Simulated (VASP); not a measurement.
# CsPbI2Br (P4/mmm) in VASP: further runs

CsPbI2Br is run at these levels: PBEsol; tasks: single point.

Everything below comes from runs of VASP 6.6.1. Logs are shortened: lines on timing, memory, paths and dates and some standing lists are left out, and cuts for length are marked.

**1. The cell of the first run**

Symmetry: P4/mmm, No. 123, tetragonal system. Conventional cell: a = 6.694 Å, b = 6.694 Å, c = 5.962 Å, α = 90.00°, β = 90.00°, γ = 90.00°. Within 5.9 Å of Cs (site symmetry 4/mmm) lie 8 I at 4.48 Å and 4 Br at 4.73 Å and 8 Pb at 5.59 Å. Within 3.9 Å of Pb (site symmetry 4/mmm) lie 2 Br at 2.98 Å and 4 I at 3.35 Å. I (site symmetry mmm) has 2 Pb at 3.35 Å within 4.4 Å. Br (site symmetry 4/mmm) has 2 Pb at 2.98 Å within 3.9 Å.

**2. Single point, PBEsol (strain +0.050 along x and y, +0.000 along z)**

Contents of INCAR:

```
ALGO = Normal
EDIFF = 1E-6
ENCUT = 520
GGA = PS
ISIF = 2
ISMEAR = 0
LASPH = True
LCHARG = True
LELF = True
LREAL = False
LVHAR = True
LWAVE = False
NBANDS = 30
NELM = 100
PREC = Accurate
SIGMA = 0.05
```

Contents of KPOINTS:

```
k-points
0
Gamma
  4 4 6
```

Contents of POSCAR:

```
CsPbI2Br
1.0
    6.6940608000      0.0000000000      0.0000000000
    0.0000000000      6.6940608000      0.0000000000
    0.0000000000      0.0000000000      5.9622200000
Cs Pb I Br
1 1 2 1
Direct
    0.5000000000      0.5000000000      0.5000000000
    0.0000000000      0.0000000000      0.0000000000
    0.0000000000      0.5000000000      0.0000000000
    0.5000000000      0.0000000000      0.0000000000
    0.0000000000      0.0000000000      0.5000000000
```

Potentials or basis: VASP PAW PBE potentials, release 64 (Cs_sv, Pb_d, I, Br).

Command:

```console
$ cat potpaw_PBE.64/Cs_sv/POTCAR potpaw_PBE.64/Pb_d/POTCAR potpaw_PBE.64/I/POTCAR potpaw_PBE.64/Br/POTCAR > POTCAR
$ mpirun -np 1 vasp_std > vasp.out
```

OUTCAR:

```text
EDIFF = 1E-6
   ENCUT = 520
   GGA = PS
   ISIF = 2
   ISMEAR = 0
   LASPH = True
   LREAL = False
   NELM = 100
   PREC = Accurate

 ion  position               nearest neighbor table
   1  0.500  0.500  0.500-
   2  0.000  0.000  0.000-   5 2.98   5 2.98   3 3.35   4 3.35   3 3.35   4 3.35
   3  0.000  0.500  0.000-   2 3.35   2 3.35
   4  0.500  0.000  0.000-   2 3.35   2 3.35
   5  0.000  0.000  0.500-   2 2.98   2 2.98

  LATTYP: Found a simple tetragonal cell.
 ALAT       =     6.6940608000
 C/A-ratio  =     0.8906731173

  Lattice vectors:

 A1 = (   6.6940608000,   0.0000000000,   0.0000000000)
 A2 = (   0.0000000000,   6.6940608000,   0.0000000000)
 A3 = (   0.0000000000,   0.0000000000,   5.9622200000)

Analysis of symmetry for initial positions (statically):
=====================================================================
 Subroutine PRICEL returns:
 Original cell was already a primitive cell.

 Routine SETGRP: Setting up the symmetry group for a
 simple tetragonal supercell.

 Subroutine GETGRP returns: Found 16 space group operations
 (whereof 16 operations were pure point group operations)
 out of a pool of 16 trial point group operations.

The static configuration has the point symmetry D_4h.

Analysis of symmetry for dynamics (positions and initial velocities):
=====================================================================
 Subroutine PRICEL returns:
 Original cell was already a primitive cell.

 Routine SETGRP: Setting up the symmetry group for a
 simple tetragonal supercell.

 Subroutine GETGRP returns: Found 16 space group operations
 (whereof 16 operations were pure point group operations)
 out of a pool of 16 trial point group operations.

The dynamic configuration has the point symmetry D_4h.

 Subroutine INISYM returns: Found 16 space group operations
 (whereof 16 operations are pure point group operations),
 and found     1 'primitive' translations

----------------------------------------------------------------------------------------

                                     Primitive cell

  volume of cell :     267.1698

  direct lattice vectors                    reciprocal lattice vectors
     6.694060800  0.000000000  0.000000000     0.149386154  0.000000000  0.000000000
     0.000000000  6.694060800  0.000000000     0.000000000  0.149386154  0.000000000
     0.000000000  0.000000000  5.962220000     0.000000000  0.000000000  0.167722761

  length of vectors
     6.694060800  6.694060800  5.962220000     0.149386154  0.149386154  0.167722761

  position of ions in fractional coordinates (direct lattice)
     0.500000000  0.500000000  0.500000000
     0.000000000  0.000000000  0.000000000
     0.000000000  0.500000000  0.000000000
     0.500000000  0.000000000  0.000000000
     0.000000000  0.000000000  0.500000000

  ion indices of the primitive-cell ions
   primitive index   ion index
                 1           1
                 2           2
                 3           3
                 4           4
                 5           5

----------------------------------------------------------------------------------------

 KPOINTS: k-points

Automatic generation of k-mesh.
 Grid dimensions read from file:
 generate k-points for:    4    4    6

 Generating k-lattice:

  Cartesian coordinates                     Fractional coordinates (reciprocal lattice)
     0.037346539  0.000000000  0.000000000     0.250000000  0.000000000  0.000000000
     0.000000000  0.037346539  0.000000000     0.000000000  0.250000000  0.000000000
     0.000000000  0.000000000  0.027953793     0.000000000  0.000000000  0.166666667

  Length of vectors
     0.037346539  0.037346539  0.027953793

  Shift w.r.t. Gamma in fractional coordinates (k-lattice)
     0.000000000  0.000000000  0.000000000

 Subroutine IBZKPT returns following result:
 ===========================================

 Found     24 irreducible k-points:

 Following reciprocal coordinates:
            Coordinates               Weight
  0.000000  0.000000  0.000000      1.000000
  0.250000  0.000000  0.000000      4.000000
  0.500000  0.000000  0.000000      2.000000
  0.250000  0.250000  0.000000      4.000000
  0.500000  0.250000  0.000000      4.000000
  0.500000  0.500000  0.000000      1.000000
[... 16 lines left out ...]
  0.500000  0.250000  0.500000      4.000000
  0.500000  0.500000  0.500000      1.000000
   k-points           NKPTS =     24   k-points in BZ     NKDIM =     24   number of bands    NBANDS=     30
   number of dos      NEDOS =    301   number of ions     NIONS =      5
   total plane-waves  NPLWV = 120000
   dimension x,y,z NGX =    50 NGY =   50 NGZ =   48
   dimension x,y,z NGXF=   100 NGYF=  100 NGZF=   96
   ions per type =               1   1   2   1
   NGX,Y,Z   is equivalent  to a cutoff of  12.42, 12.42, 13.38 a.u.
   NGXF,Y,Z  is equivalent  to a cutoff of  24.83, 24.83, 26.77 a.u.
 SYSTEM =  unknown system
   PREC   = accura    normal or accurate (medium, high low for compatibility)
   ISTART =      0    job   : 0-new  1-cont  2-samecut
   ICHARG =      2    charge: 1-file 2-atom 10-const
   ISPIN  =      1    spin polarized calculation?
   LNONCOLLINEAR =      F non collinear calculations
   LSORBIT =      F    spin-orbit coupling
   LASPH  =      T    aspherical Exc in radial PAW
   ENCUT  =  520.0 eV  38.22 Ry    6.18 a.u.  12.45 12.45 11.09*2*pi/ulx,y,z
   NELM   =    100;   NELMIN=  2; NELMDL= -5     # of ELM steps
   EDIFF  = 0.1E-05   stopping-criterion for ELM
   LREAL  =      F    real-space projection
   EDIFFG = 0.1E-04   stopping-criterion for IOM
   NSW    =      0    number of steps for IOM
   IBRION =     -1    ionic relax: 0-MD 1-quasi-New 2-CG
   NFREE  =      0    steps in history (QN), initial steepest desc. (CG)
   ISIF   =      2    stress and relaxation
   ISYM   =      2    0-nonsym 1-usesym 2-fastsym
   POTIM  = 0.5000    time-step for ionic-motion
   TEBEG  =    0.0;   TEEND  =   0.0 temperature during run
   PSTRESS=    0.0 pullay stress
   NELECT =      44.0000    total number of electrons
   NUPDOWN=      -1.0000    fix difference up-down
   EMIN   =  10.00;   EMAX   =-10.00  energy-range for DOS
   EFERMI =   0.00;   METHOD = LEGACY
   ISMEAR =     0;   SIGMA  =   0.05  broadening in eV -4-tet -1-fermi 0-gaus
   EFERMI_NEDOS =   21; number of points for ismear=-14 and -15
   IALGO  =     38    algorithm
   IMIX   =      4    mixing-type and parameters
     AMIX     =   0.40;   BMIX     =  1.00
     AMIX_MAG =   1.60;   BMIX_MAG =  1.00
  volume/ion in A,a.u.               =      53.43       360.59
  Fermi-wavevector in a.u.,A,eV,Ry     =   0.897353  1.695751 10.955987  0.805242
  Thomas-Fermi vector in A             =   2.019926
   LORBIT       =      0    0 simple, 1 ext, 2 COOP (PROOUT), +10 PAW based schemes
   GGA     = PS    functional components
   LHFCALC =     F    Hartree Fock is set to
   AEXX    =    0.0000 exact exchange contribution
   IVDW    =     0    specifies the selected vdW correction
   LEPSILON=     F    determine dielectric tensor
   LRPA    =     F    only Hartree local field effects (RPA)
 non-spin polarized calculation
 Gauss-broadening in eV      SIGMA  =   0.05
  energy-cutoff  :      520.00
  volume of cell :      267.17
 maximum number of plane-waves:      7230
 NGX is ok and might be reduce to    50
   NGX = 25   NGY = 25   NGZ = 23

 number of electron      44.0000005 magnetization

 Free energy of the ion-electron system (eV)
  ---------------------------------------------------
  ext. energy  EPLUGINS =         0.00000000
  ---------------------------------------------------
  free energy    TOTEN  =       -15.32694287 eV

  energy without entropy =      -15.32694287  energy(sigma->0) =      -15.32694287

 E-fermi :   0.4689     XC(G=0):  -7.0723

 val. band max:        0.1831393281   @ k =   0.5000   0.5000   0.5000
 cond. band min:       1.7434647003   @ k =   0.5000   0.5000   0.5000
 fundamental gap:      1.5603253722
 Fermi energy:         0.4689020350

 k-point     1 :       0.0000    0.0000    0.0000
  band No.  band energies     occupation
      1     -20.8959      2.00000
      2     -16.2741      2.00000
      3     -16.2522      2.00000
      4     -16.2302      2.00000
      5     -16.1998      2.00000
      6     -16.1998      2.00000
[... 22 lines left out ...]
     29       5.4530      0.00000
     30       5.4530      0.00000

 k-point     2 :       0.2500    0.0000    0.0000
  band No.  band energies     occupation
      1     -20.8959      2.00000
      2     -16.2736      2.00000
      3     -16.2504      2.00000
      4     -16.2304      2.00000
      5     -16.1999      2.00000
      6     -16.1998      2.00000
[... 22 lines left out ...]
     29       5.6516      0.00000
     30       5.6531      0.00000

 k-point     3 :       0.5000    0.0000    0.0000
  band No.  band energies     occupation
      1     -20.8958      2.00000
      2     -16.2732      2.00000
      3     -16.2485      2.00000
      4     -16.2304      2.00000
      5     -16.2000      2.00000
      6     -16.1998      2.00000
[... 22 lines left out ...]
     29       5.8264      0.00000
     30       6.3763      0.00000

 k-point     4 :       0.2500    0.2500    0.0000
  band No.  band energies     occupation
      1     -20.8958      2.00000
      2     -16.2731      2.00000
      3     -16.2486      2.00000
      4     -16.2304      2.00000
      5     -16.1999      2.00000
      6     -16.1999      2.00000
[... 616 lines left out ...]
     29       6.1167      0.00000
     30       6.2925      0.00000

 k-point    23 :       0.5000    0.2500    0.5000
  band No.  band energies     occupation
      1     -20.8952      2.00000
      2     -16.2469      2.00000
      3     -16.2305      2.00000
      4     -16.2273      2.00000
      5     -16.2007      2.00000
      6     -16.2006      2.00000
[... 22 lines left out ...]
     29       5.7505      0.00000
     30       6.3405      0.00000

 k-point    24 :       0.5000    0.5000    0.5000
  band No.  band energies     occupation
      1     -20.8952      2.00000
      2     -16.2451      2.00000
      3     -16.2306      2.00000
      4     -16.2268      2.00000
      5     -16.2007      2.00000
      6     -16.2007      2.00000
[... 22 lines left out ...]
     29       5.5864      0.00000
     30       6.3844      0.00000

------------------------ aborting loop because EDIFF is reached ----------------------------------------

  FORCE on cell =-STRESS in cart. coord.  units (eV):
  Direction    XX          YY          ZZ          XY          YZ          ZX
  --------------------------------------------------------------------------------------
  -------------------------------------------------------------------------------------
  Total       -3.5660295     -3.5660295     -2.1238657      0.0000000     -0.0000000      0.0000000
  in kB      -21.3849485    -21.3849485    -12.7365068      0.0000000     -0.0000000      0.0000000
  external PRESSURE =     -18.5021346 kB  Pullay stress =       0.0000000 kB

 VOLUME and BASIS-vectors are now :
 -----------------------------------------------------------------------------
  energy-cutoff  :      520.00
  volume of cell :      267.17
      direct lattice vectors                 reciprocal lattice vectors
     6.694060800  0.000000000  0.000000000     0.149386154  0.000000000  0.000000000
     0.000000000  6.694060800  0.000000000     0.000000000  0.149386154  0.000000000
     0.000000000  0.000000000  5.962220000     0.000000000  0.000000000  0.167722761

 POSITION                                       TOTAL-FORCE (eV/Angst)
 -----------------------------------------------------------------------------------
      3.34703      3.34703      2.98111         0.000000      0.000000      0.000000
      0.00000      0.00000      0.00000         0.000000      0.000000      0.000000
      0.00000      3.34703      0.00000         0.000000      0.000000      0.000000
      3.34703      0.00000      0.00000         0.000000      0.000000      0.000000
      0.00000      0.00000      2.98111         0.000000      0.000000      0.000000
 -----------------------------------------------------------------------------------
    total drift:                                0.000000      0.000000     -0.000000

  FREE ENERGIE OF THE ION-ELECTRON SYSTEM (eV)
  ---------------------------------------------------
  free  energy   TOTEN  =       -15.3269428714 eV

  energy  without entropy=      -15.3269428714  energy(sigma->0) =      -15.32694287
```

Run time: 2.6 min. Hardware: 1 thread of Intel Xeon Platinum 8124M at 3.00GHz (Skylake/Cascade Lake), shared host; peak memory 0.49 GiB.

Results:

- Free energy: -15.3269 eV
- Pressure: -1.9 GPa
- Band gap on the k mesh: 1.56 eV, direct

Stress tensor (GPa, compression positive):
```
-2.14  0.00  0.00
 0.00 -2.14  0.00
 0.00  0.00 -1.27
```

Caveat: the cell differs from its parent crystal (strain +0.050 along x and y, +0.000 along z); the PAW data sets were made with another functional, which shifts forces and pressure a little; spin-orbit coupling is left out, which moves the levels of the heavy elements. A k mesh can miss the band edges.

**3. Single point, PBEsol (strain -0.050 along x and y, -0.025 along z)**

Contents of INCAR:

```
ALGO     = Normal         # electronic algorithm
EDIFF    = 1E-6           # SCF threshold, eV
ENCUT    = 520            # plane-wave cutoff, eV
GGA      = PS             # functional
ISIF     = 2              # what is computed and relaxed
ISMEAR   = 0              # smearing method
LASPH    = T              # aspherical terms in the spheres
LCHARG   = F              # write CHGCAR
LREAL    = F              # projectors in reciprocal space
LWAVE    = F              # write WAVECAR
NBANDS   = 30             # bands
NELM     = 100            # most SCF steps
PREC     = Accurate       # precision mode
SIGMA    = 0.05           # smearing width, eV
```

KPOINTS is that of step 2.

Changes to POSCAR since step 2:

```diff
@@ -2,5 +2,5 @@
 1.0
-    6.6940608000      0.0000000000      0.0000000000
-    0.0000000000      6.6940608000      0.0000000000
-    0.0000000000      0.0000000000      5.9622200000
+    6.0565312000      0.0000000000      0.0000000000
+    0.0000000000      6.0565312000      0.0000000000
+    0.0000000000      0.0000000000      5.8131645000
 Cs Pb I Br
```

Potentials or basis: VASP PAW PBE potentials, release 64 (Cs_sv, Pb_d, I, Br).

Command:

```console
$ cat potpaw_PBE.64/Cs_sv/POTCAR potpaw_PBE.64/Pb_d/POTCAR potpaw_PBE.64/I/POTCAR potpaw_PBE.64/Br/POTCAR > POTCAR
$ mpirun -np 1 vasp_std > vasp.out
```

It took 1.9 min on 1 thread of Intel Xeon Platinum 8124M at 3.00GHz (Skylake/Cascade Lake), shared host; peak memory 0.43 GiB.

Results (log left out):

* Free energy: -15.4841 eV
* Pressure: 1.8 GPa
* Band gap on the k mesh: 0.91 eV, direct

Stress tensor (GPa, compression positive):
```
2.29 0.00 0.00
0.00 2.29 0.00
0.00 0.00 0.77
```

Levels at points of the mesh, in eV from the valence-band top:
```
           k point  band 18  band 19  band 20  band 21  band 22  band 23  band 24  band 25  band 26  band 27
(0.00, 0.00, 0.00)    -2.39    -2.10    -2.07    -2.00    -2.00     2.46     3.13     3.56     3.79     3.92
(0.50, 0.00, 0.00)    -2.40    -2.36    -2.32    -2.17    -1.28     1.84     3.98     4.34     4.38     4.47
(0.50, 0.50, 0.00)    -2.43    -2.43    -2.05    -1.49    -0.61     1.44     1.44     4.26     4.69     4.88
(0.00, 0.00, 0.50)    -2.67    -2.36    -2.13    -2.13    -1.71     2.13     4.23     4.33     4.71     4.78
(0.50, 0.00, 0.50)    -2.55    -2.52    -2.36    -1.72    -0.74     1.49     1.60     4.59     4.74     4.89
(0.50, 0.50, 0.50)    -2.03    -1.68    -1.68    -1.46     0.00     0.91     0.96     0.96     3.43     4.37
```

Caveat: the cell differs from its parent crystal (strain -0.050 along x and y, -0.025 along z); the PAW data sets were made with another functional, which shifts forces and pressure a little; spin-orbit coupling is left out, which moves the levels of the heavy elements. A k mesh can miss the band edges.

**4. Single point, PBEsol (strain +0.050 along x and y, +0.050 along z)**

Contents of INCAR:

```
SYSTEM = CsPbI2Br
PREC = Accurate ; ENCUT = 520
EDIFF = 1E-6 ; ISMEAR = 0
SIGMA = 0.05 ; LREAL = .FALSE.
LASPH = .TRUE. ; NELM = 100
ALGO = Normal ; ISIF = 2
LWAVE = .FALSE. ; LCHARG = .FALSE.
GGA = PS ; NBANDS = 30
```

Contents of KPOINTS:

```
Automatic mesh
0
G
  4 4 6
  0 0 0
```

Changes to POSCAR since step 3:

```diff
@@ -2,5 +2,5 @@
 1.0
-    6.0565312000      0.0000000000      0.0000000000
-    0.0000000000      6.0565312000      0.0000000000
-    0.0000000000      0.0000000000      5.8131645000
+    6.6940608000      0.0000000000      0.0000000000
+    0.0000000000      6.6940608000      0.0000000000
+    0.0000000000      0.0000000000      6.2603310000
 Cs Pb I Br
```

Command:

```console
$ cat potpaw_PBE.64/Cs_sv/POTCAR potpaw_PBE.64/Pb_d/POTCAR potpaw_PBE.64/I/POTCAR potpaw_PBE.64/Br/POTCAR > POTCAR
$ mpirun -np 1 vasp_std > vasp.out
```

It took 2.6 min on 1 thread of Intel Xeon Platinum 8124M at 3.00GHz (Skylake/Cascade Lake), shared host; peak memory 0.49 GiB.

The run converged. Its results:

| Quantity | Value |
| --- | --- |
| Free energy | -15.1673 eV |
| Pressure | -2.3 GPa |
| Band gap on the k mesh | 1.74 eV, direct |

Stress tensor (GPa, compression positive):
```
-2.21  0.00  0.00
 0.00 -2.21  0.00
 0.00  0.00 -2.45
```

Levels at points of the mesh, in eV from the valence-band top:
| k point | band 19 | band 20 | band 21 | band 22 | band 23 | band 24 | band 25 | band 26 |
| --- | --- | --- | --- | --- | --- | --- | --- | --- |
| (0.00, 0.00, 0.00) | -0.65 | -0.62 | -0.62 | -0.61 | 3.55 | 4.71 | 5.05 | 5.07 |
| (0.50, 0.00, 0.00) | -0.82 | -0.75 | -0.66 | -0.56 | 2.38 | 4.66 | 4.81 | 4.94 |
| (0.50, 0.50, 0.00) | -0.78 | -0.78 | -0.29 | -0.29 | 2.09 | 2.09 | 4.65 | 5.68 |
| (0.00, 0.00, 0.50) | -0.79 | -0.74 | -0.66 | -0.66 | 2.60 | 4.82 | 4.82 | 5.12 |
| (0.50, 0.00, 0.50) | -0.92 | -0.86 | -0.41 | -0.31 | 2.07 | 2.28 | 4.59 | 5.36 |
| (0.50, 0.50, 0.50) | -0.40 | -0.40 | -0.28 | 0.00 | 1.74 | 1.74 | 1.91 | 4.63 |

Caveat: the cell differs from its parent crystal (strain +0.050 along x and y, +0.050 along z); the PAW data sets were made with another functional, which shifts forces and pressure a little; spin-orbit coupling is left out, which moves the levels of the heavy elements.

(Continued in part 2 of 2.)
